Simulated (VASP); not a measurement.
# MoS2 (R3m) in VASP: further runs

MoS2 is run at these levels: PBE; tasks: relaxation of cell and atoms, relaxation of the atoms.

Everything below comes from runs of VASP 6.6.1. Logs are shortened: lines on timing, memory, paths and dates and some standing lists are left out, and cuts for length are marked.

## 1. The cell of the first run

Symmetry: R3m, No. 160, trigonal system. Conventional cell: a = 3.184 Å, b = 3.184 Å, c = 19.446 Å, α = 90.00°, β = 90.00°, γ = 120.00°. Mo (site symmetry 3m) has 6 S at 2.41 Å and 6 Mo at 3.18 Å within 3.2 Å. S (site symmetry 3m) has 3 Mo at 2.41 Å and 7 S at 3.10 to 3.18 Å within 3.2 Å. Within 3.2 Å of S (site symmetry 3m) lie 3 Mo at 2.41 Å and 7 S at 3.10 to 3.18 Å.

## 2. Relaxation of cell and atoms, PBE

File INCAR:

```
SYSTEM = MoS2
PREC     = Accurate       ! precision mode
ENCUT    = 520            ! plane-wave cutoff, eV
EDIFF    = 1E-7           ! SCF threshold, eV
ISMEAR   = 0              ! smearing method
SIGMA    = 0.02           ! smearing width, eV
LREAL    = .FALSE.        ! projectors in reciprocal space
LASPH    = .TRUE.         ! aspherical terms in the spheres
NELM     = 120            ! most SCF steps
ALGO     = Normal         ! electronic algorithm
ISIF     = 3              ! what is computed and relaxed
LWAVE    = .FALSE.        ! write WAVECAR
LCHARG   = .FALSE.        ! write CHGCAR
GGA      = PE             ! functional
IBRION   = 2              ! ionic algorithm
NSW      = 100            ! ionic steps
EDIFFG   = -0.005         ! ionic threshold
GGA_COMPAT= .FALSE.      
NELMIN   = 4            
KPAR     = 8
```

File KPOINTS:

```
regular mesh
0
G
  12 12 12
  0 0 0
```

File POSCAR:

```
MoS2
1.0
    1.5921519155      0.9192293370      6.4820983796
   -1.5921519155      0.9192293370      6.4820983796
    0.0000000000     -1.8384586740      6.4820983796
Mo S
1 2
Direct
    0.9997750400      0.9997750400      0.9997750400
    0.4129302200      0.4129302200      0.4129302200
    0.2532957400      0.2532957400      0.2532957400
```

Potentials or basis: VASP PAW PBE potentials, release 64 (Mo_sv, S).

Started as:

```sh
cat potpaw_PBE.64/Mo_sv/POTCAR potpaw_PBE.64/S/POTCAR > POTCAR
mpirun -np 8 vasp_std > vasp.out
```

OUTCAR:

```text
SYSTEM = MoS2
   PREC = Accurate
   ENCUT = 520
   EDIFF = 1E-7
   ISMEAR = 0
   LREAL = .FALSE.
   LASPH = .TRUE.
   NELM = 120
   ISIF = 3
   GGA = PE
   IBRION = 2
   NSW = 100
   EDIFFG = -0.005
   NELMIN = 4

 ion  position               nearest neighbor table
   1  1.000  1.000  1.000-   3 2.41   3 2.41   3 2.41   2 2.41   2 2.41   2 2.41
   2  0.413  0.413  0.413-   1 2.41   1 2.41   1 2.41
   3  0.253  0.253  0.253-   1 2.41   1 2.41   1 2.41

  LATTYP: Found a trigonal (rhomboedric) cell.
 ALAT       =     6.7377688962
 COS(alpha) =     0.8883222176

  Lattice vectors:

 A1 = (   1.5921519155,   0.9192293370,   6.4820983796)
 A2 = (  -1.5921519155,   0.9192293370,   6.4820983796)
 A3 = (   0.0000000000,  -1.8384586740,   6.4820983796)

Analysis of symmetry for initial positions (statically):
=====================================================================
 Subroutine PRICEL returns:
 Original cell was already a primitive cell.

 Routine SETGRP: Setting up the symmetry group for a
 trigonal (rhombohedral) supercell.

 Subroutine GETGRP returns: Found  6 space group operations
 (whereof  6 operations were pure point group operations)
 out of a pool of 12 trial point group operations.

The static configuration has the point symmetry C_3v.

Analysis of symmetry for dynamics (positions and initial velocities):
=====================================================================
 Subroutine PRICEL returns:
 Original cell was already a primitive cell.

 Routine SETGRP: Setting up the symmetry group for a
 trigonal (rhombohedral) supercell.

 Subroutine GETGRP returns: Found  6 space group operations
 (whereof  6 operations were pure point group operations)
 out of a pool of 12 trial point group operations.

The dynamic configuration has the point symmetry C_3v.

 Subroutine INISYM returns: Found  6 space group operations
 (whereof  6 operations are pure point group operations),
 and found     1 'primitive' translations

----------------------------------------------------------------------------------------

                                     Primitive cell

  volume of cell :      56.9214

  direct lattice vectors                    reciprocal lattice vectors
     1.592151915  0.919229337  6.482098380     0.314040385  0.181311301  0.051423677
    -1.592151915  0.919229337  6.482098380    -0.314040385  0.181311301  0.051423677
     0.000000000 -1.838458674  6.482098380     0.000000000 -0.362622601  0.051423677

  length of vectors
     6.737768896  6.737768896  6.737768896     0.366250659  0.366250659  0.366250659

  position of ions in fractional coordinates (direct lattice)
     0.999775040  0.999775040  0.999775040
     0.412930220  0.412930220  0.412930220
     0.253295740  0.253295740  0.253295740

  ion indices of the primitive-cell ions
   primitive index   ion index
                 1           1
                 2           2
                 3           3

----------------------------------------------------------------------------------------

 KPOINTS: regular mesh

Automatic generation of k-mesh.
 Grid dimensions read from file:
 generate k-points for:   12   12   12

 Generating k-lattice:

  Cartesian coordinates                     Fractional coordinates (reciprocal lattice)
     0.026170032  0.015109275  0.004285306     0.083333333 -0.000000000  0.000000000
    -0.026170032  0.015109275  0.004285306    -0.000000000  0.083333333  0.000000000
     0.000000000 -0.030218550  0.004285306     0.000000000  0.000000000  0.083333333

  Length of vectors
     0.030520888  0.030520888  0.030520888

  Shift w.r.t. Gamma in fractional coordinates (k-lattice)
     0.000000000  0.000000000  0.000000000

 Subroutine IBZKPT returns following result:
 ===========================================

 Found    189 irreducible k-points:

 Following reciprocal coordinates:
            Coordinates               Weight
  0.000000  0.000000  0.000000      1.000000
  0.083333  0.000000 -0.000000      6.000000
  0.166667 -0.000000  0.000000      6.000000
  0.250000 -0.000000  0.000000      6.000000
  0.333333 -0.000000  0.000000      6.000000
  0.416667  0.000000 -0.000000      6.000000
[... 16 lines left out ...]
  0.500000  0.166667  0.000000     12.000000
 -0.416667  0.166667  0.000000     12.000000
 [... further k-points ...]
   k-points           NKPTS =    189   k-points in BZ     NKDIM =    189   number of bands    NBANDS=     17
   number of dos      NEDOS =    301   number of ions     NIONS =      3
   total plane-waves  NPLWV = 125000
   dimension x,y,z NGX =    50 NGY =   50 NGZ =   50
   dimension x,y,z NGXF=   100 NGYF=  100 NGZF=  100
   ions per type =               1   2
   NGX,Y,Z   is equivalent  to a cutoff of  12.34, 12.34, 12.34 a.u.
   NGXF,Y,Z  is equivalent  to a cutoff of  24.67, 24.67, 24.67 a.u.
 SYSTEM =  MoS2
   PREC   = accura    normal or accurate (medium, high low for compatibility)
   ISTART =      0    job   : 0-new  1-cont  2-samecut
   ICHARG =      2    charge: 1-file 2-atom 10-const
   ISPIN  =      1    spin polarized calculation?
   LNONCOLLINEAR =      F non collinear calculations
   LSORBIT =      F    spin-orbit coupling
   LASPH  =      T    aspherical Exc in radial PAW
   ENCUT  =  520.0 eV  38.22 Ry    6.18 a.u.  12.53 12.53 12.53*2*pi/ulx,y,z
   NELM   =    120;   NELMIN=  4; NELMDL= -5     # of ELM steps
   EDIFF  = 0.1E-06   stopping-criterion for ELM
   LREAL  =      F    real-space projection
   EDIFFG = -.5E-02   stopping-criterion for IOM
   NSW    =    100    number of steps for IOM
   IBRION =      2    ionic relax: 0-MD 1-quasi-New 2-CG
   NFREE  =      1    steps in history (QN), initial steepest desc. (CG)
   ISIF   =      3    stress and relaxation
   ISYM   =      2    0-nonsym 1-usesym 2-fastsym
   POTIM  = 0.5000    time-step for ionic-motion
   TEBEG  =    0.0;   TEEND  =   0.0 temperature during run
   PSTRESS=    0.0 pullay stress
   NELECT =      26.0000    total number of electrons
   NUPDOWN=      -1.0000    fix difference up-down
   EMIN   =  10.00;   EMAX   =-10.00  energy-range for DOS
   EFERMI =   0.00;   METHOD = LEGACY
   ISMEAR =     0;   SIGMA  =   0.02  broadening in eV -4-tet -1-fermi 0-gaus
   EFERMI_NEDOS =   21; number of points for ismear=-14 and -15
   IALGO  =     38    algorithm
   IMIX   =      4    mixing-type and parameters
     AMIX     =   0.40;   BMIX     =  1.00
     AMIX_MAG =   1.60;   BMIX_MAG =  1.00
  volume/ion in A,a.u.               =      18.97       128.04
  Fermi-wavevector in a.u.,A,eV,Ry     =   1.260785  2.382537 21.627516  1.589578
  Thomas-Fermi vector in A             =   2.394277
   LORBIT       =      0    0 simple, 1 ext, 2 COOP (PROOUT), +10 PAW based schemes
   GGA     = PE    functional components
   LHFCALC =     F    Hartree Fock is set to
   AEXX    =    0.0000 exact exchange contribution
   IVDW    =     0    specifies the selected vdW correction
   LEPSILON=     F    determine dielectric tensor
   LRPA    =     F    only Hartree local field effects (RPA)
 conjugate gradient relaxation of ions
 non-spin polarized calculation
 Gauss-broadening in eV      SIGMA  =   0.02
  energy-cutoff  :      520.00
  volume of cell :       56.92
 maximum number of plane-waves:      1549
   NGX = 25   NGY = 25   NGZ = 25

--------------------------------------- Ionic step        1  -------------------------------------------

 number of electron      25.9999999 magnetization

 Free energy of the ion-electron system (eV)
  ---------------------------------------------------
  ext. energy  EPLUGINS =         0.00000000
  ---------------------------------------------------
  free energy    TOTEN  =       -21.84008831 eV

  energy without entropy =      -21.84008831  energy(sigma->0) =      -21.84008831

------------------------ aborting loop because EDIFF is reached ----------------------------------------

  FORCE on cell =-STRESS in cart. coord.  units (eV):
  Direction    XX          YY          ZZ          XY          YZ          ZX
  --------------------------------------------------------------------------------------
  -------------------------------------------------------------------------------------
  Total        0.2672388      0.2672388      0.7783672      0.0000000      0.0000000      0.0000000
  in kB        7.5220259      7.5220259     21.9088647      0.0000000      0.0000000      0.0000000
  external PRESSURE =      12.3176388 kB  Pullay stress =       0.0000000 kB
[... 92 lines left out ...]
  FREE ENERGIE OF THE ION-ELECTRON SYSTEM (eV)
  ---------------------------------------------------
  free  energy   TOTEN  =       -21.8425666044 eV

  energy  without entropy=      -21.8425666044  energy(sigma->0) =      -21.84256660

 E-fermi :   6.1729     XC(G=0): -10.1488

 val. band max:        6.0665438687   @ k =   0.5000   0.5000   0.5000
 cond. band min:       7.3576799677   @ k =  -0.1667   0.5000   0.1667
 fundamental gap:      1.2911360990
 Fermi energy:         6.1729200546

 k-point     1 :       0.0000    0.0000    0.0000
  band No.  band energies     occupation
      1     -55.1897      2.00000
      2     -29.3306      2.00000
      3     -29.1230      2.00000
      4     -29.1230      2.00000
      5      -8.4459      2.00000
      6      -7.0377      2.00000
[... 9 lines left out ...]
     16       8.6994      0.00000
     17       8.6994      0.00000
[... 443 lines left out ...]
      1     -55.1499      2.00000
      2     -29.4646      2.00000
      3     -29.2676      2.00000
      4     -29.2514      2.00000
      5      -6.4195      2.00000
      6      -6.2709      2.00000
[... 9 lines left out ...]
     16       9.1282      0.00000
     17      10.1628      0.00000

 [... further k-points ...]

[... ionic steps 4 to 16 ...]

--------------------------------------- Ionic step       17  -------------------------------------------

 number of electron      26.0000002 magnetization

------------------------ aborting loop because EDIFF is reached ----------------------------------------

  FORCE on cell =-STRESS in cart. coord.  units (eV):
  Direction    XX          YY          ZZ          XY          YZ          ZX
  --------------------------------------------------------------------------------------
  -------------------------------------------------------------------------------------
  Total        0.0069155      0.0069155      0.0229916      0.0000000     -0.0000000      0.0000000
  in kB        0.1763197      0.1763197      0.5862005      0.0000000     -0.0000000      0.0000000
  external PRESSURE =       0.3129466 kB  Pullay stress =       0.0000000 kB
[... 59 lines left out ...]
  energy  without entropy=      -21.8541139027  energy(sigma->0) =      -21.85411390

--------------------------------------- Ionic step       19  -------------------------------------------

 number of electron      26.0000002 magnetization

 Free energy of the ion-electron system (eV)
  ---------------------------------------------------
  ext. energy  EPLUGINS =         0.00000000
  ---------------------------------------------------
  free energy    TOTEN  =       -21.85411447 eV

  energy without entropy =      -21.85411447  energy(sigma->0) =      -21.85411447

 E-fermi :   5.4130     XC(G=0):  -9.6841

 val. band max:        5.2158671882   @ k =   0.5000   0.5000   0.5000
 cond. band min:       6.6123771187   @ k =  -0.1667   0.5000   0.1667
 fundamental gap:      1.3965099305
 Fermi energy:         5.4129950640

 k-point     1 :       0.0000    0.0000    0.0000
  band No.  band energies     occupation
      1     -55.9182      2.00000
      2     -30.0568      2.00000
      3     -29.8544      2.00000
      4     -29.8544      2.00000
      5      -9.1350      2.00000
      6      -7.7876      2.00000
[... 9 lines left out ...]
     16       7.9626      0.00000
     17       7.9626      0.00000
[... 443 lines left out ...]
      1     -55.8789      2.00000
      2     -30.1921      2.00000
      3     -29.9973      2.00000
      4     -29.9786      2.00000
      5      -7.1419      2.00000
      6      -6.9981      2.00000
[... 9 lines left out ...]
     16       8.4387      0.00000
     17       9.4022      0.00000

 [... further k-points ...]
[... 5 lines left out ...]
  --------------------------------------------------------------------------------------
  -------------------------------------------------------------------------------------
  Total       -0.0033463     -0.0033463     -0.0069026     -0.0000000      0.0000000      0.0000000
  in kB       -0.0853030     -0.0853030     -0.1759587     -0.0000000      0.0000000      0.0000000
  external PRESSURE =      -0.1155215 kB  Pullay stress =       0.0000000 kB
[... 18 lines left out ...]
  FREE ENERGIE OF THE ION-ELECTRON SYSTEM (eV)
  ---------------------------------------------------
  free  energy   TOTEN  =       -21.8541144748 eV

  energy  without entropy=      -21.8541144748  energy(sigma->0) =      -21.85411447

 reached required accuracy - stopping structural energy minimisation
```

Wall time 17 min (8 MPI ranks of AMD EPYC 7R13 (Zen 3), shared host); peak memory 0.51 GiB.

Results:

```
Free energy                           : -21.8541 eV
Relaxed volume                        : 20.95 Å³/atom
Relaxed cell                          : a = 7.388 Å, b = 7.388 Å, c = 7.388 Å, α = 24.90°, β = 24.90°, γ = 24.90°
Space group after relaxing (to 0.1 Å) : R3m (No. 160)
Energy gained by relaxing             : 4.7 meV/atom
Ionic steps                           : 19
Pressure after relaxing               : 0.0 GPa
Band gap on the k mesh                : 1.40 eV (least direct gap 1.68 eV)
```

Forces in eV/Å, atoms in the order of the input:
```
Mo   0.000  0.000  0.003
S    0.000  0.000 -0.001
S    0.000  0.000 -0.001
```

Step by step:
| step | energy change (eV) | largest force (eV/Å) | pressure (GPa) | volume (Å³) |
| --- | --- | --- | --- | --- |
| 1 | 0.0000 | 0.1463 | 1.23 | 56.92 |
| 2 | 0.0055 | 0.4140 | -2.24 | 58.13 |
| 3 | -0.0025 | 0.0601 | -0.05 | 57.35 |
| 4 | -0.0031 | 0.0705 | 0.05 | 57.37 |
| 5 | -0.0038 | 0.0972 | 0.32 | 57.43 |
| 6 | -0.0041 | 0.0947 | 0.31 | 57.50 |
| 7 | -0.0051 | 0.0874 | 0.29 | 57.70 |
| 8 | -0.0068 | 0.0765 | 0.26 | 58.11 |
| 9 | -0.0096 | 0.0521 | 0.23 | 58.92 |
| 10 | -0.0128 | 0.0511 | 0.30 | 60.55 |
| 11 | -0.0098 | 0.3044 | 0.84 | 63.84 |
| 12 | -0.0125 | 0.1922 | 0.65 | 62.08 |
| 13 | -0.0132 | 0.1358 | 0.35 | 62.41 |
| 14 | -0.0137 | 0.0383 | -0.15 | 62.98 |
| 15 | -0.0138 | 0.0303 | -0.11 | 62.95 |
| 16 | -0.0140 | 0.0174 | 0.00 | 62.86 |
| 17 | -0.0140 | 0.0177 | 0.03 | 62.84 |
| 18 | -0.0140 | 0.0067 | 0.00 | 62.85 |
| 19 | -0.0140 | 0.0028 | -0.01 | 62.85 |

Final structure:
```
CELL_PARAMETERS angstrom
1.59239 0.91937 7.15522
-1.59239 0.91937 7.15522
0.00000 -1.83874 7.15522
ATOMIC_POSITIONS crystal
Mo 0.99977 0.99977 0.99977
S 0.40587 0.40587 0.40587
S 0.26035 0.26035 0.26035
```

Levels at points of the mesh, in eV from the valence-band top:
```csv
k point,band 9,band 10,band 11,band 12,band 13,band 14,band 15,band 16,band 17
"(0.00, 0.00, 0.00)",-2.87,-1.77,-1.77,-1.63,-0.50,2.49,2.49,2.75,2.75
"(0.50, 0.00, 0.00)",-4.36,-3.42,-2.07,-1.23,-0.93,1.98,2.46,3.70,4.00
"(0.50, 0.50, 0.00)",-4.30,-3.42,-2.22,-1.26,-0.87,1.97,2.50,3.52,4.07
"(0.50, 0.50, 0.50)",-2.87,-2.40,-1.77,-1.77,0.00,2.50,2.50,2.73,2.73
```

A k mesh can miss the band edges.

## 3. Relaxation of the atoms, PBE (equal strain along all axes, cell held: -1.0 %)

File INCAR:

```
ALGO     = Normal         # electronic algorithm
EDIFF    = 1E-6           # SCF threshold, eV
EDIFFG   = -0.008         # ionic threshold
ENCUT    = 520            # plane-wave cutoff, eV
GGA      = PE             # functional
IBRION   = 2              # ionic algorithm
ISIF     = 2              # what is computed and relaxed
ISMEAR   = 0              # smearing method
KPAR     = 4            
LASPH    = T              # aspherical terms in the spheres
LCHARG   = F              # write CHGCAR
LREAL    = F              # projectors in reciprocal space
LWAVE    = F              # write WAVECAR
NELM     = 80             # most SCF steps
NSW      = 60             # ionic steps
PREC     = Accurate       # precision mode
SIGMA    = 0.02           # smearing width, eV
```

File KPOINTS:

```
k-points
0
Gamma
  12 12 2
```

File POSCAR:

```
MoS2
1.0
    3.1533248862      0.0000000000      0.0000000000
   -1.5766624431      2.7308594579      0.0000000000
    0.0000000000      0.0000000000     22.0918547834
Mo S
3 6
Direct
    0.0000000000      0.0000000000      0.0002222305
    0.6666666667      0.3333333333      0.3335555638
    0.3333333333      0.6666666667      0.6668888972
    0.3333333333      0.6666666667      0.2635336134
    0.6666666667      0.3333333333      0.0702431561
    0.0000000000      0.0000000000      0.5968669467
    0.3333333333      0.6666666667      0.4035764895
    0.6666666667      0.3333333333      0.9302002800
    0.0000000000      0.0000000000      0.7369098228
```

Potentials or basis: VASP PAW PBE potentials, release 64 (Mo_sv, S).

Started as:

```sh
cat potpaw_PBE.64/Mo_sv/POTCAR potpaw_PBE.64/S/POTCAR > POTCAR
mpirun -np 4 vasp_std > vasp.out
```

Run time: 2.5 min. Hardware: 4 MPI ranks of Intel Xeon 6975P-C (Granite Rapids), shared host; peak memory 0.46 GiB.

The run converged. Its results:

- Free energy: -65.5453 eV
- Energy gained by relaxing: 4.2 meV/atom
- Ionic steps: 3
- Pressure after relaxing: 1.5 GPa
- Band gap on the k mesh: 1.65 eV

Stress tensor (GPa, compression positive):
```
 2.26  0.00  0.00
 0.00  2.26  0.00
 0.00  0.00 -0.02
```

Step by step:
```tsv
step	energy change (eV)	largest force (eV/Å)	pressure (GPa)
1	0.0000	0.4958	3.69
2	-0.0375	0.0326	1.65
3	-0.0377	0.0005	1.50
```

Final structure:
```
CELL_PARAMETERS angstrom
3.15332 0.00000 0.00000
-1.57666 2.73086 0.00000
0.00000 0.00000 22.09185
ATOMIC_POSITIONS crystal
Mo 0.00000 0.00000 0.00022
Mo 0.66667 0.33333 0.33356
Mo 0.33333 0.66667 0.66689
S 0.33333 0.66667 0.26237
S 0.66667 0.33333 0.07140
S 0.00000 0.00000 0.59571
S 0.33333 0.66667 0.40474
S 0.66667 0.33333 0.92904
S 0.00000 0.00000 0.73807
```

Levels at points of the mesh, in eV from the valence-band top:
```csv
k point,band 37,band 38,band 39,band 40,band 41,band 42
"(0.00, 0.00, 0.00)",-0.43,-0.08,-0.08,2.72,2.72,2.72
"(0.50, 0.00, 0.00)",-0.78,-0.78,-0.74,2.24,2.24,2.24
"(0.00, 0.00, 0.50)",-0.29,-0.29,0.00,2.72,2.72,2.72
"(0.50, 0.00, 0.50)",-0.79,-0.75,-0.75,2.24,2.24,2.24
```

Caveat: the cell differs from its parent crystal (equal strain along all axes, cell held: -1.0 %); this functional lacks dispersion, which binds layers or chains, so the pressure and a relaxed spacing across them are unreliable. A k mesh can miss the band edges.
